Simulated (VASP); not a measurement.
# CdF2 (R3m) in VASP: further runs, part 2 of 2

VASP 6.6.1.

## 3. Single point, LDA (all Cd atoms moved +0.075 Å, as atom 1 along Cartesian [1 1 1])

Input file INCAR:

```
SYSTEM = CdF2
ALGO = Normal ; EDIFF = 1E-6
ENCUT = 600 ; GGA_COMPAT = .False.
ISIF = 2 ; ISMEAR = 0
LASPH = .True. ; LCHARG = .False.
LREAL = .False. ; LWAVE = .False.
NBANDS = 24 ; NELM = 120
PREC = Accurate ; SIGMA = 0.05
```

Input file KPOINTS:

```
k-points
0
Gamma
  8 8 8
  0 0 0
```

Input file POSCAR:

```
CdF2
1.0
    0.0000000000      2.6940000000      2.6940000000
    2.6940000000      0.0000000000      2.6940000000
    2.6940000000      2.6940000000      0.0000000000
Cd F
1 2
Direct
    0.0080366129      0.0080366129      0.0080366129
    0.2500000000      0.2500000000      0.2500000000
    0.7500000000      0.7500000000      0.7500000000
```

Potentials or basis: VASP PAW LDA potentials, release 64 (Cd_sv_GW, F).

Command:

```sh
cat potpaw_LDA.64/Cd_sv_GW/POTCAR potpaw_LDA.64/F/POTCAR > POTCAR
mpirun -np 1 vasp_std > vasp.out
```

OUTCAR:

```text
SYSTEM = CdF2
   EDIFF = 1E-6
   ENCUT = 600
   ISIF = 2
   ISMEAR = 0
   LASPH = .True.
   LREAL = .False.
   NELM = 120
   PREC = Accurate

 ion  position               nearest neighbor table
   1  0.008  0.008  0.008-   2 2.26
   2  0.250  0.250  0.250-   1 2.26
   3  0.750  0.750  0.750-

  LATTYP: Found a face centered cubic cell.
 ALAT       =     5.3880000000

  Lattice vectors:

 A1 = (   0.0000000000,   2.6940000000,   2.6940000000)
 A2 = (   2.6940000000,   0.0000000000,   2.6940000000)
 A3 = (   2.6940000000,   2.6940000000,   0.0000000000)

Analysis of symmetry for initial positions (statically):
=====================================================================
 Subroutine PRICEL returns:
 Original cell was already a primitive cell.

 Routine SETGRP: Setting up the symmetry group for a
 face centered cubic supercell.

 Subroutine GETGRP returns: Found  6 space group operations
 (whereof  6 operations were pure point group operations)
 out of a pool of 48 trial point group operations.

The static configuration has the point symmetry C_3v.

Analysis of symmetry for dynamics (positions and initial velocities):
=====================================================================
 Subroutine PRICEL returns:
 Original cell was already a primitive cell.

 Routine SETGRP: Setting up the symmetry group for a
 face centered cubic supercell.

 Subroutine GETGRP returns: Found  6 space group operations
 (whereof  6 operations were pure point group operations)
 out of a pool of 48 trial point group operations.

The dynamic configuration has the point symmetry C_3v.

 Subroutine INISYM returns: Found  6 space group operations
 (whereof  6 operations are pure point group operations),
 and found     1 'primitive' translations

----------------------------------------------------------------------------------------

                                     Primitive cell

  volume of cell :      39.1041

  direct lattice vectors                    reciprocal lattice vectors
     0.000000000  2.694000000  2.694000000    -0.185597624  0.185597624  0.185597624
     2.694000000  0.000000000  2.694000000     0.185597624 -0.185597624  0.185597624
     2.694000000  2.694000000  0.000000000     0.185597624  0.185597624 -0.185597624

  length of vectors
     3.809891337  3.809891337  3.809891337     0.321464515  0.321464515  0.321464515

  position of ions in fractional coordinates (direct lattice)
     0.008036613  0.008036613  0.008036613
     0.250000000  0.250000000  0.250000000
     0.750000000  0.750000000  0.750000000

  ion indices of the primitive-cell ions
   primitive index   ion index
                 1           1
                 2           2
                 3           3

----------------------------------------------------------------------------------------

 KPOINTS: k-points

Automatic generation of k-mesh.
 Grid dimensions read from file:
 generate k-points for:    8    8    8

 Generating k-lattice:

  Cartesian coordinates                     Fractional coordinates (reciprocal lattice)
    -0.023199703  0.023199703  0.023199703     0.125000000  0.000000000  0.000000000
     0.023199703 -0.023199703  0.023199703     0.000000000  0.125000000  0.000000000
     0.023199703  0.023199703 -0.023199703     0.000000000  0.000000000  0.125000000

  Length of vectors
     0.040183064  0.040183064  0.040183064

  Shift w.r.t. Gamma in fractional coordinates (k-lattice)
     0.000000000  0.000000000  0.000000000

 Subroutine IBZKPT returns following result:
 ===========================================

 Found     65 irreducible k-points:

 Following reciprocal coordinates:
            Coordinates               Weight
  0.000000  0.000000  0.000000      1.000000
  0.125000  0.000000  0.000000      6.000000
  0.125000  0.125000  0.125000      2.000000
  0.250000  0.000000  0.000000      6.000000
  0.250000  0.250000  0.250000      2.000000
  0.375000  0.000000  0.000000      6.000000
[... 16 lines left out ...]
 -0.250000  0.125000  0.000000     12.000000
  0.125000  0.125000  0.375000      6.000000
 [... further k-points ...]
   k-points           NKPTS =     65   k-points in BZ     NKDIM =     65   number of bands    NBANDS=     24
   number of dos      NEDOS =    301   number of ions     NIONS =      3
   total plane-waves  NPLWV =  27000
   dimension x,y,z NGX =    30 NGY =   30 NGZ =   30
   dimension x,y,z NGXF=    60 NGYF=   60 NGZF=   60
   ions per type =               1   2
   NGX,Y,Z   is equivalent  to a cutoff of  13.09, 13.09, 13.09 a.u.
   NGXF,Y,Z  is equivalent  to a cutoff of  26.18, 26.18, 26.18 a.u.
 SYSTEM =  CdF2
   PREC   = accura    normal or accurate (medium, high low for compatibility)
   ISTART =      0    job   : 0-new  1-cont  2-samecut
   ICHARG =      2    charge: 1-file 2-atom 10-const
   ISPIN  =      1    spin polarized calculation?
   LNONCOLLINEAR =      F non collinear calculations
   LSORBIT =      F    spin-orbit coupling
   LASPH  =      T    aspherical Exc in radial PAW
   ENCUT  =  600.0 eV  44.10 Ry    6.64 a.u.   7.61  7.61  7.61*2*pi/ulx,y,z
   NELM   =    120;   NELMIN=  2; NELMDL= -5     # of ELM steps
   EDIFF  = 0.1E-05   stopping-criterion for ELM
   LREAL  =      F    real-space projection
   EDIFFG = 0.1E-04   stopping-criterion for IOM
   NSW    =      0    number of steps for IOM
   IBRION =     -1    ionic relax: 0-MD 1-quasi-New 2-CG
   NFREE  =      0    steps in history (QN), initial steepest desc. (CG)
   ISIF   =      2    stress and relaxation
   ISYM   =      2    0-nonsym 1-usesym 2-fastsym
   POTIM  = 0.5000    time-step for ionic-motion
   TEBEG  =    0.0;   TEEND  =   0.0 temperature during run
   PSTRESS=    0.0 pullay stress
   NELECT =      34.0000    total number of electrons
   NUPDOWN=      -1.0000    fix difference up-down
   EMIN   =  10.00;   EMAX   =-10.00  energy-range for DOS
   EFERMI =   0.00;   METHOD = LEGACY
   ISMEAR =     0;   SIGMA  =   0.05  broadening in eV -4-tet -1-fermi 0-gaus
   EFERMI_NEDOS =   21; number of points for ismear=-14 and -15
   IALGO  =     38    algorithm
   IMIX   =      4    mixing-type and parameters
     AMIX     =   0.40;   BMIX     =  1.00
     AMIX_MAG =   1.60;   BMIX_MAG =  1.00
  volume/ion in A,a.u.               =      13.03        87.96
  Fermi-wavevector in a.u.,A,eV,Ry     =   1.562525  2.952743 33.218397  2.441483
  Thomas-Fermi vector in A             =   2.665430
   LORBIT       =      0    0 simple, 1 ext, 2 COOP (PROOUT), +10 PAW based schemes
   GGA     = CA    functional components
   LHFCALC =     F    Hartree Fock is set to
   AEXX    =    0.0000 exact exchange contribution
   IVDW    =     0    specifies the selected vdW correction
   LEPSILON=     F    determine dielectric tensor
   LRPA    =     F    only Hartree local field effects (RPA)
 non-spin polarized calculation
 Gauss-broadening in eV      SIGMA  =   0.05
  energy-cutoff  :      600.00
  volume of cell :       39.10
 maximum number of plane-waves:      1323
   NGX = 15   NGY = 15   NGZ = 15

 number of electron      33.9999974 magnetization

 Free energy of the ion-electron system (eV)
  ---------------------------------------------------
  ext. energy  EPLUGINS =         0.00000000
  ---------------------------------------------------
  free energy    TOTEN  =       -12.77579169 eV

  energy without entropy =      -12.77579169  energy(sigma->0) =      -12.77579169

 E-fermi :   0.8048     XC(G=0): -11.2930

 val. band max:        0.2303688695   @ k =  -0.2500   0.5000   0.2500
 cond. band min:       3.0506321090   @ k =   0.0000   0.0000   0.0000
 fundamental gap:      2.8202632395
 Fermi energy:         0.8048443770

 k-point     1 :       0.0000    0.0000    0.0000
  band No.  band energies     occupation
      1     -97.5113      2.00000
      2     -58.9291      2.00000
      3     -58.9291      2.00000
      4     -58.9287      2.00000
      5     -20.2128      2.00000
      6     -19.0395      2.00000
[... 16 lines left out ...]
     23      19.7416      0.00000
     24      19.7416      0.00000
[... 598 lines left out ...]
      2     -58.9308      2.00000
      3     -58.9296      2.00000
      4     -58.9295      2.00000
      5     -19.9205      2.00000
      6     -19.2925      2.00000
[... 16 lines left out ...]
     23      17.9911      0.00000
     24      20.7761      0.00000

 [... further k-points ...]

------------------------ aborting loop because EDIFF is reached ----------------------------------------

  FORCE on cell =-STRESS in cart. coord.  units (eV):
  Direction    XX          YY          ZZ          XY          YZ          ZX
  --------------------------------------------------------------------------------------
  -------------------------------------------------------------------------------------
  Total       -1.4607384     -1.4607384     -1.4607384      0.0467087      0.0467087      0.0467087
  in kB      -59.8494629    -59.8494629    -59.8494629      1.9137510      1.9137510      1.9137510
  external PRESSURE =     -59.8494629 kB  Pullay stress =       0.0000000 kB

 VOLUME and BASIS-vectors are now :
 -----------------------------------------------------------------------------
  energy-cutoff  :      600.00
  volume of cell :       39.10
      direct lattice vectors                 reciprocal lattice vectors
     0.000000000  2.694000000  2.694000000    -0.185597624  0.185597624  0.185597624
     2.694000000  0.000000000  2.694000000     0.185597624 -0.185597624  0.185597624
     2.694000000  2.694000000  0.000000000     0.185597624  0.185597624 -0.185597624

 POSITION                                       TOTAL-FORCE (eV/Angst)
 -----------------------------------------------------------------------------------
      0.04330      0.04330      0.04330        -0.197462     -0.197462     -0.197462
      1.34700      1.34700      1.34700         0.122103      0.122103      0.122103
      4.04100      4.04100      4.04100         0.075358      0.075358      0.075358
 -----------------------------------------------------------------------------------
    total drift:                                0.000710      0.000710      0.000711

  FREE ENERGIE OF THE ION-ELECTRON SYSTEM (eV)
  ---------------------------------------------------
  free  energy   TOTEN  =       -12.7757916910 eV

  energy  without entropy=      -12.7757916910  energy(sigma->0) =      -12.77579169
```

stdout:

```text
POSCAR found type information on POSCAR CdF
 POSCAR found :  2 types and       3 ions
 scaLAPACK will be used
 LDA part: xc-table for (Slater(with rela. corr.)+CA(PZ))
 , standard interpolation
 POSCAR, INCAR and KPOINTS ok, starting setup
 FFT: planning ... GRIDC
 FFT: planning ... GRID_SOFT
 FFT: planning ... GRID
 WAVECAR not read
 entering main loop
```

Wall time 39 s (1 thread of Intel Xeon Platinum 8559C (Emerald Rapids), shared host); peak memory 0.21 GiB.

What came out:

- Free energy: -12.7758 eV
- Pressure: -6.0 GPa
- Largest force: 0.342 eV/Å
- Band gap on the k mesh: 2.82 eV, indirect (least direct gap 3.30 eV)

Forces in eV/Å, atoms in the order of the input:
```
Cd  -0.197 -0.197 -0.197
F    0.122  0.122  0.122
F    0.075  0.075  0.075
```

Caveat: the cell differs from its parent crystal (all Cd atoms moved +0.075 Å, as atom 1 along Cartesian [1 1 1]).
